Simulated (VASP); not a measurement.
A run of VASP 6.6.1 is set up as follows.

File INCAR:

```
SYSTEM = Al2Cu
ALGO = Normal
EDIFF = 1E-7
ENCUT = 520
GGA = PS
ISIF = 2
ISMEAR = 0
LASPH = .True.
LCHARG = .False.
LREAL = .False.
LWAVE = .False.
NBANDS = 16
NELM = 60
PREC = Accurate
SIGMA = 0.02
```

The input KPOINTS:

```
k-points
0
Gamma
  10 10 14
  0 0 0
```

The input POSCAR:

```
Al2Cu
1.0
    4.1051820000      0.0000000000      0.0000000000
    0.0000000000      4.1051820000      0.0000000000
    0.0000000000      0.0000000000      2.8913130000
Al Cu
2 1
Direct
    0.5000000000      0.0000000000      0.5000000000
    0.0000000000      0.5000000000      0.5000000000
    0.0000000000      0.0000000000      0.0000000000
```

Potentials or basis: VASP PAW PBE potentials, release 64 (Al, Cu).

Launch:

```console
$ cat potpaw_PBE.64/Al/POTCAR potpaw_PBE.64/Cu/POTCAR > POTCAR
$ mpirun -np 1 vasp_std > vasp.out
```

Task: What does it give for the band gap on the k mesh?

Result: Zero (an odd number of electrons rules out a gap without spin polarisation).

Task: Estimate the pressure.

Result: -2.1 GPa.

Stress tensor (GPa, compression positive):
```
-1.84  0.00  0.00
 0.00 -1.84  0.00
 0.00  0.00 -2.72
```

Caveat: the PAW data sets were made with another functional, which shifts forces and pressure a little.
